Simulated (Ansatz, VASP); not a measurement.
# SrCl2: VASP beside Ansatz

```
CELL_PARAMETERS angstrom
0.18119 3.57841 3.57841
3.57841 0.18119 3.57841
3.57841 3.57841 0.18119
ATOMIC_POSITIONS crystal
Sr 0.00000 0.00000 0.00000
Cl 0.25000 0.25000 0.25000
Cl 0.75000 0.75000 0.75000
```

Alike in both runs: task single point; functional PBEsol; k mesh 6 × 6 × 6; occupations gaussian, width 0.05 eV; no spin polarisation.

```csv
,VASP,Ansatz
version,VASP 6.6.1,Ansatz 0.2.0
potentials or method,"VASP PAW PBE potentials, release 64 (Sr_sv, Cl), cutoff 520 eV","scalar-relativistic, plane waves, PAW"
valence electrons in the cell,24,24
```

Ansatz gave:

| Item | Value |
| --- | --- |
| gap on the k mesh at the Fermi level (eV) | 5.16 |
| least direct gap on the mesh (eV) | 5.39 |
| pressure (GPa) | -0.7 |
| traceless stress, the component that is largest in VASP (GPa) | -0.48 |
| rms of the force components (eV/Å) | 0.061 |

Q: Which values does VASP return?

A: gap on the k mesh at the Fermi level (eV): 5.15; least direct gap on the mesh (eV): 5.39; pressure (GPa): -0.6; traceless stress, the component that is largest in VASP (GPa): -0.50; rms of the force components (eV/Å): 0.065.

VASP's potentials were made for PBE, not for PBEsol. Atom by atom the forces differ by 0.004 eV/Å (rms over components). With one functional, cell and mesh, what is left measures potentials, basis and numerics.
